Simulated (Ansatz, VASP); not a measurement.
# One calculation of Cd3CuO, two programs

File INCAR:

```
SYSTEM = Cd3CuO
PREC = Accurate
ENCUT = 520
EDIFF = 1E-6
ISMEAR = 0
SIGMA = 0.2
LREAL = .FALSE.
LASPH = .TRUE.
NELM = 80
ALGO = Normal
ISIF = 2
LWAVE = .FALSE.
LCHARG = .TRUE.
GGA = PE
LELF = .TRUE.
LVHAR = .TRUE.
NBANDS = 64
```

The input KPOINTS:

```
Automatic mesh
0
G
  6 6 2
  0 0 0
```

POSCAR

```
Cd3CuO
1.0
    3.2565523372      0.0000000000      0.0000000000
    0.0000000000      3.2565523372      0.0000000000
    0.0000000000      0.0000000000     16.4345992468
Cd Cu O
6 2 2
Direct
    0.5000000000      0.5000000000      0.3448413117
    0.5000000000      0.5000000000      0.8448413117
    0.5000000000      0.5000000000      0.1551586883
    0.5000000000      0.5000000000      0.6551586883
    0.0000000000      0.0000000000      0.0000000000
    0.0000000000      0.0000000000      0.5000000000
    0.0000000000      0.0000000000      0.2500000000
    0.0000000000      0.0000000000      0.7500000000
    0.5000000000      0.5000000000      0.0000000000
    0.5000000000      0.5000000000      0.5000000000
```

Input for Ansatz:

```yaml
crystal:
  lattice:
    - [3.2565523372, 0.0, 0.0]
    - [0.0, 3.2565523372, 0.0]
    - [0.0, 0.0, 16.4345992468]
  atoms:
    - { symbol: Cd, position: [0.5, 0.5, 0.3448413117] }
    - { symbol: Cd, position: [0.5, 0.5, 0.8448413117] }
    - { symbol: Cd, position: [0.5, 0.5, 0.1551586883] }
    - { symbol: Cd, position: [0.5, 0.5, 0.6551586883] }
    - { symbol: Cd, position: [0.0, 0.0, 0.0] }
    - { symbol: Cd, position: [0.0, 0.0, 0.5] }
    - { symbol: Cu, position: [0.0, 0.0, 0.25] }
    - { symbol: Cu, position: [0.0, 0.0, 0.75] }
    - { symbol: O, position: [0.5, 0.5, 0.0] }
    - { symbol: O, position: [0.5, 0.5, 0.5] }
basis:
  ecutwfc: 420
kpoints:
  mp_grid: { grid: [6, 6, 2] }
hamiltonian:
  xc: pbe
scf:
  occupations: { method: gaussian, width: 0.2 }
  lower_state_search: "off"
output:
  forces: true
  stress: true
  eigenvalues: true
```

Alike in both runs: task single point; functional PBE; k mesh 6 × 6 × 2; occupations gaussian, width 0.2 eV; no spin polarisation.

|  | VASP | Ansatz |
| --- | --- | --- |
| version | VASP 6.6.1 | Ansatz 0.2.0 |
| potentials or method | VASP PAW PBE potentials, release 64 (Cd, Cu, O), cutoff 520 eV | scalar-relativistic, plane waves, PAW |
| valence electrons in the cell | 106 | 170 |

Ansatz gave:

| Property | Result |
| --- | --- |
| gap on the k mesh at the Fermi level (eV) | none |
| pressure (GPa) | -0.1 |
| traceless stress, the component that is largest in VASP (GPa) | 0.16 |
| rms of the force components (eV/Å) | 0.016 |

Estimate VASP's values.

gap on the k mesh at the Fermi level (eV): none; pressure (GPa): 0.6; traceless stress, the component that is largest in VASP (GPa): -0.07; rms of the force components (eV/Å): 0.021.

Atom by atom the forces differ by 0.005 eV/Å (rms over components). A gap of «none» marks a metal or a gap that the smearing closes. The functional is the same, so the differences come from potentials, cutoffs and numerics. VASP's potentials hold 106 valence electrons a cell and Ansatz's 170, so a difference there can come from the potentials and not from the codes.
